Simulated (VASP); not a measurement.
# CuPd4 (Palladium) in VASP: a series of runs

Runs on CuPd4 (Palladium). Level: PBE. Tasks: single point.

Everything below comes from runs of VASP 6.6.1. Logs are shortened: lines on timing, memory, paths and dates and some standing lists are left out, and cuts for length are marked.

**1. The cell of the first run**

The cell holds a slab with vacuum, 5 atoms: a = 2.788 Å, b = 2.788 Å, c = 25.828 Å, α = 90.00°, β = 90.00°, γ = 120.00°.

**2. Single point, PBE**

File INCAR:

```
SYSTEM = CuPd4
  ALGO = Normal
  DIPOL = 0.5 0.5 0.507
  EDIFF = 1E-6
  ENCUT = 520
  GGA = PE
  IDIPOL = 3
  ISIF = 2
  ISMEAR = 0
  LASPH = .TRUE.
  LCHARG = .FALSE.
  LDIPOL = .TRUE.
  LREAL = .FALSE.
  LWAVE = .FALSE.
  NBANDS = 34
  NELM = 60
  PREC = Accurate
  SIGMA = 0.1
```

File KPOINTS:

```
k-points
0
G
  12 12 1
  0 0 0
```

File POSCAR:

```
CuPd4
1.0
    2.7876806238      0.0000000000      0.0000000000
   -1.3938403119      2.4142022378      0.0000000000
    0.0000000000      0.0000000000     25.8283950941
Pd Cu
4 1
Direct
    0.6666666667      0.3333333333      0.3290951672
    0.3333333333      0.6666666667      0.4172203368
    0.0000000000      0.0000000000      0.5050901372
    0.6666666667      0.3333333333      0.5936916654
    0.6666666667      0.3333333333      0.6892790333
```

Potentials or basis: VASP PAW PBE potentials, release 64 (Pd, Cu).

Command:

```
> cat potpaw_PBE.64/Pd/POTCAR potpaw_PBE.64/Cu/POTCAR > POTCAR
> mpirun -np 1 vasp_std > vasp.out
```

OUTCAR:

```text
SYSTEM = CuPd4
   EDIFF = 1E-6
   ENCUT = 520
   GGA = PE
   ISIF = 2
   ISMEAR = 0
   LASPH = .TRUE.
   LREAL = .FALSE.
   NELM = 60
   PREC = Accurate

 ion  position               nearest neighbor table
   1  0.667  0.333  0.329-   2 2.79   2 2.79   2 2.79
   2  0.333  0.667  0.417-   3 2.78   3 2.78   3 2.78   1 2.79   1 2.79   1 2.79
   3  0.000  0.000  0.505-   2 2.78   2 2.78   2 2.78   4 2.80   4 2.80   4 2.80
   4  0.667  0.333  0.594-   5 2.47   3 2.80   3 2.80   3 2.80
   5  0.667  0.333  0.689-   4 2.47

  LATTYP: Found a hexagonal cell.
 ALAT       =     2.7876806238
 C/A-ratio  =     9.2651915982

  Lattice vectors:

 A1 = (   2.7876806238,   0.0000000000,   0.0000000000)
 A2 = (  -1.3938403119,   2.4142022378,   0.0000000000)
 A3 = (   0.0000000000,   0.0000000000,  25.8283950941)

Analysis of symmetry for initial positions (statically):
=====================================================================
 Subroutine PRICEL returns:
 Original cell was already a primitive cell.

 Routine SETGRP: Setting up the symmetry group for a
 hexagonal supercell.

 Subroutine GETGRP returns: Found  6 space group operations
 (whereof  6 operations were pure point group operations)
 out of a pool of 24 trial point group operations.

The static configuration has the point symmetry C_3v.

Analysis of symmetry for dynamics (positions and initial velocities):
=====================================================================
 Subroutine PRICEL returns:
 Original cell was already a primitive cell.

 Routine SETGRP: Setting up the symmetry group for a
 hexagonal supercell.

 Subroutine GETGRP returns: Found  6 space group operations
 (whereof  6 operations were pure point group operations)
 out of a pool of 24 trial point group operations.

The dynamic configuration has the point symmetry C_3v.

 Subroutine INISYM returns: Found  6 space group operations
 (whereof  6 operations are pure point group operations),
 and found     1 'primitive' translations

----------------------------------------------------------------------------------------

                                     Primitive cell

  volume of cell :     173.8257

  direct lattice vectors                    reciprocal lattice vectors
     2.787680624  0.000000000  0.000000000     0.358721150  0.207107753  0.000000000
    -1.393840312  2.414202238  0.000000000     0.000000000  0.414215505  0.000000000
     0.000000000  0.000000000 25.828395094     0.000000000  0.000000000  0.038717078

  length of vectors
     2.787680624  2.787680624 25.828395094     0.414215505  0.414215505  0.038717078

  position of ions in fractional coordinates (direct lattice)
     0.666666667  0.333333333  0.329095167
     0.333333333  0.666666667  0.417220337
     0.000000000  0.000000000  0.505090137
     0.666666667  0.333333333  0.593691665
     0.666666667  0.333333333  0.689279033

  ion indices of the primitive-cell ions
   primitive index   ion index
                 1           1
                 2           2
                 3           3
                 4           4
                 5           5

----------------------------------------------------------------------------------------

 KPOINTS: k-points

Automatic generation of k-mesh.
 Grid dimensions read from file:
 generate k-points for:   12   12    1

 Generating k-lattice:

  Cartesian coordinates                     Fractional coordinates (reciprocal lattice)
     0.029893429  0.017258979  0.000000000     0.083333333  0.000000000  0.000000000
     0.000000000  0.034517959  0.000000000     0.000000000  0.083333333  0.000000000
     0.000000000  0.000000000  0.038717078     0.000000000  0.000000000  1.000000000

  Length of vectors
     0.034517959  0.034517959  0.038717078

  Shift w.r.t. Gamma in fractional coordinates (k-lattice)
     0.000000000  0.000000000  0.000000000

 Subroutine IBZKPT returns following result:
 ===========================================

 Found     19 irreducible k-points:

 Following reciprocal coordinates:
            Coordinates               Weight
  0.000000  0.000000  0.000000      1.000000
  0.083333 -0.000000  0.000000      6.000000
  0.166667  0.000000  0.000000      6.000000
  0.250000  0.000000  0.000000      6.000000
  0.333333 -0.000000  0.000000      6.000000
  0.416667  0.000000  0.000000      6.000000
[... 11 lines left out ...]
  0.333333  0.250000  0.000000     12.000000
  0.333333  0.333333  0.000000      2.000000
   k-points           NKPTS =     19   k-points in BZ     NKDIM =     19   number of bands    NBANDS=     34
   number of dos      NEDOS =    301   number of ions     NIONS =      5
   total plane-waves  NPLWV = 110592
   dimension x,y,z NGX =    24 NGY =   24 NGZ =  192
   dimension x,y,z NGXF=    48 NGYF=   48 NGZF=  384
   ions per type =               4   1
   NGX,Y,Z   is equivalent  to a cutoff of  14.31, 14.31, 12.36 a.u.
   NGXF,Y,Z  is equivalent  to a cutoff of  28.63, 28.63, 24.72 a.u.
 SYSTEM =  CuPd4
   PREC   = accura    normal or accurate (medium, high low for compatibility)
   ISTART =      0    job   : 0-new  1-cont  2-samecut
   ICHARG =      2    charge: 1-file 2-atom 10-const
   ISPIN  =      1    spin polarized calculation?
   LNONCOLLINEAR =      F non collinear calculations
   LSORBIT =      F    spin-orbit coupling
   LASPH  =      T    aspherical Exc in radial PAW
   ENCUT  =  520.0 eV  38.22 Ry    6.18 a.u.   5.18  5.18 48.02*2*pi/ulx,y,z
   NELM   =     60;   NELMIN=  2; NELMDL= -5     # of ELM steps
   EDIFF  = 0.1E-05   stopping-criterion for ELM
   LREAL  =      F    real-space projection
   EDIFFG = 0.1E-04   stopping-criterion for IOM
   NSW    =      0    number of steps for IOM
   IBRION =     -1    ionic relax: 0-MD 1-quasi-New 2-CG
   NFREE  =      0    steps in history (QN), initial steepest desc. (CG)
   ISIF   =      2    stress and relaxation
   ISYM   =      2    0-nonsym 1-usesym 2-fastsym
   POTIM  = 0.5000    time-step for ionic-motion
   TEBEG  =    0.0;   TEEND  =   0.0 temperature during run
   PSTRESS=    0.0 pullay stress
   NELECT =      51.0000    total number of electrons
   NUPDOWN=      -1.0000    fix difference up-down
   EMIN   =  10.00;   EMAX   =-10.00  energy-range for DOS
   EFERMI =   0.00;   METHOD = LEGACY
   ISMEAR =     0;   SIGMA  =   0.10  broadening in eV -4-tet -1-fermi 0-gaus
   EFERMI_NEDOS =   21; number of points for ismear=-14 and -15
   IALGO  =     38    algorithm
   IMIX   =      4    mixing-type and parameters
     AMIX     =   0.40;   BMIX     =  1.00
     AMIX_MAG =   1.60;   BMIX_MAG =  1.00
  volume/ion in A,a.u.               =      34.77       234.61
  Fermi-wavevector in a.u.,A,eV,Ry     =   1.087828  2.055697 16.100720  1.183370
  Thomas-Fermi vector in A             =   2.223996
   LORBIT       =      0    0 simple, 1 ext, 2 COOP (PROOUT), +10 PAW based schemes
   GGA     = PE    functional components
   LHFCALC =     F    Hartree Fock is set to
   AEXX    =    0.0000 exact exchange contribution
   IVDW    =     0    specifies the selected vdW correction
   LEPSILON=     F    determine dielectric tensor
   LRPA    =     F    only Hartree local field effects (RPA)
 non-spin polarized calculation
 Gauss-broadening in eV      SIGMA  =   0.10
  energy-cutoff  :      520.00
  volume of cell :      173.83
 maximum number of plane-waves:      4717
 NGX is ok and might be reduce to    24
   NGX = 11   NGY = 11   NGZ = 97

 dipolmoment           0.000000      0.000000      0.007537 electrons x Angstroem

 number of electron      50.9999995 magnetization

 dipolmoment           0.000000      0.000000     -0.029860 electrons x Angstroem

 Free energy of the ion-electron system (eV)
  ---------------------------------------------------
  ext. energy  EPLUGINS =         0.00000000
  ---------------------------------------------------
  free energy    TOTEN  =       -23.07313136 eV

  energy without entropy =      -23.02661246  energy(sigma->0) =      -23.04987191

 E-fermi :   0.9723     XC(G=0):  -6.2866

 val. band max:        0.9695996989   @ k =   0.2500   0.1667   0.0000
 cond. band min:       0.9730763623   @ k =   0.3333   0.0833   0.0000
 fundamental gap:      0.0034766635
 Fermi energy:         0.9723033969

 k-point     1 :       0.0000    0.0000    0.0000
  band No.  band energies     occupation
      1      -5.5259      2.00000
      2      -4.8170      2.00000
      3      -4.0923      2.00000
      4      -3.7819      2.00000
      5      -3.5492      2.00000
      6      -2.1016      2.00000
[... 26 lines left out ...]
     33       5.9681      0.00000
     34       6.3673      0.00000

 k-point     2 :       0.0833   -0.0000    0.0000
  band No.  band energies     occupation
      1      -5.3158      2.00000
      2      -4.6220      2.00000
      3      -3.9072      2.00000
      4      -3.6112      2.00000
      5      -3.3860      2.00000
      6      -2.1148      2.00000
[... 26 lines left out ...]
     33       6.1550      0.00000
     34       6.5285      0.00000

 k-point     3 :       0.1667    0.0000    0.0000
  band No.  band energies     occupation
      1      -4.7351      2.00000
      2      -4.0998      2.00000
      3      -3.4573      2.00000
      4      -3.1996      2.00000
      5      -2.9944      2.00000
      6      -2.2592      2.00000
[... 26 lines left out ...]
     33       6.7169      0.00000
     34       7.0011      0.00000
[... 519 lines left out ...]
 k-point    18 :       0.3333    0.2500    0.0000
  band No.  band energies     occupation
      1      -3.1864      2.00000
      2      -2.9875      2.00000
      3      -2.8012      2.00000
      4      -2.6618      2.00000
      5      -2.5244      2.00000
      6      -2.3383      2.00000
[... 26 lines left out ...]
     33       8.5410      0.00000
     34       8.8773      0.00000

 k-point    19 :       0.3333    0.3333    0.0000
  band No.  band energies     occupation
      1      -2.8938      2.00000
      2      -2.8875      2.00000
      3      -2.8646      2.00000
      4      -2.5048      2.00000
      5      -2.4564      2.00000
      6      -2.3586      2.00000
[... 26 lines left out ...]
     33       8.2942      0.00000
     34       8.5184      0.00000

------------------------ aborting loop because EDIFF is reached ----------------------------------------

 vacuum level on the upper side and lower side of the slab       (xc-potential included)        -0.683         0.147

  FORCE on cell =-STRESS in cart. coord.  units (eV):
  Direction    XX          YY          ZZ          XY          YZ          ZX
  --------------------------------------------------------------------------------------
  -------------------------------------------------------------------------------------
  Total       -3.5060301     -3.5060301     -0.0198827     -0.0000000      0.0000000     -0.0000000
  in kB      -32.3155938    -32.3155938     -0.1832614     -0.0000000      0.0000000     -0.0000000
  external PRESSURE =     -21.6048164 kB  Pullay stress =       0.0000000 kB

 VOLUME and BASIS-vectors are now :
 -----------------------------------------------------------------------------
  energy-cutoff  :      520.00
  volume of cell :      173.83
      direct lattice vectors                 reciprocal lattice vectors
     2.787680624  0.000000000  0.000000000     0.358721150  0.207107753  0.000000000
    -1.393840312  2.414202238  0.000000000     0.000000000  0.414215505  0.000000000
     0.000000000  0.000000000 25.828395094     0.000000000  0.000000000  0.038717078

 POSITION                                       TOTAL-FORCE (eV/Angst)
 -----------------------------------------------------------------------------------
      1.39384      0.80473      8.50000         0.000000      0.000000     -0.011684
     -0.00000      1.60947     10.77613        -0.000000      0.000000      0.018019
      0.00000      0.00000     13.04567         0.000000     -0.000000      0.000535
      1.39384      0.80473     15.33410        -0.000000      0.000000     -0.011810
      1.39384      0.80473     17.80297         0.000000     -0.000000      0.004940
 -----------------------------------------------------------------------------------
    total drift:                               -0.000000     -0.000000     -0.000012

  FREE ENERGIE OF THE ION-ELECTRON SYSTEM (eV)
  ---------------------------------------------------
  free  energy   TOTEN  =       -23.0731313600 eV

  energy  without entropy=      -23.0266124598  energy(sigma->0) =      -23.04987191

 vacuum level on the upper side and lower side of the slab         5.122         5.974
```

Wall time 3.6 min (1 thread of AMD EPYC 9R45 (Zen 5), shared host); peak memory 0.34 GiB.

What came out:

```
Free energy   : -23.0731 eV
Largest force : 0.018 eV/Å
```

Forces on the atoms (eV/Å):
```
Pd   0.000  0.000 -0.012
Pd   0.000  0.000  0.018
Pd   0.000  0.000  0.001
Pd   0.000  0.000 -0.012
Cu   0.000  0.000  0.005
```

Levels at points of the mesh, in eV from the Fermi level:
| k point | band 21 | band 22 | band 23 | band 24 | band 25 | band 26 | band 27 | band 28 | band 29 | band 30 |
| --- | --- | --- | --- | --- | --- | --- | --- | --- | --- | --- |
| (0.00, 0.00, 0.00) | -1.20 | -1.12 | -1.12 | -0.91 | -0.91 | -0.47 | -0.47 | -0.09 | -0.09 | 0.15 |
| (0.50, 0.00, 0.00) | -0.14 | 0.03 | 0.11 | 0.20 | 0.31 | 1.19 | 2.22 | 3.23 | 3.51 | 3.74 |

(Part 1 of 2 ends here.)
